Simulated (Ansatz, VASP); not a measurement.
## Two plane-wave programs on TiC

```
CELL_PARAMETERS angstrom
0.00000 2.16572 2.16572
2.16572 0.00000 2.16572
2.16572 2.16572 0.00000
ATOMIC_POSITIONS crystal
Ti 0.00000 0.00000 0.00000
C 0.50000 0.50000 0.50000
```

Alike in both runs: functional BLYP; k mesh 6 × 6 × 6; occupations fermi-dirac, width 0.05 eV; no spin polarisation.

|  | VASP | Ansatz |
| --- | --- | --- |
| version | VASP 6.6.1 | Ansatz 0.2.0 |
| potentials or method | VASP PAW PBE potentials, release 64 (Ti_sv, C) | Ansatz PAW |
| plane-wave cutoff (eV) | 520 | 420 |
| valence electrons in the cell | 16 | 16 |
| task | single point | band structure |

Ansatz gave:

| Quantity | Value |
| --- | --- |
| gap on the k mesh at the Fermi level (eV) | none |
| pressure (GPa) | 8.3 |

Problem. What did VASP give for the same quantities?

Solution. gap on the k mesh at the Fermi level (eV): none; pressure (GPa): 8.8.

VASP's potentials were made for PBE, not for BLYP. A gap of «none» marks a metal or a gap that the smearing closes. With one functional, cell and mesh, what is left measures potentials, basis and numerics.

The k mesh is coarse, so the values compare programs but aren't converged.
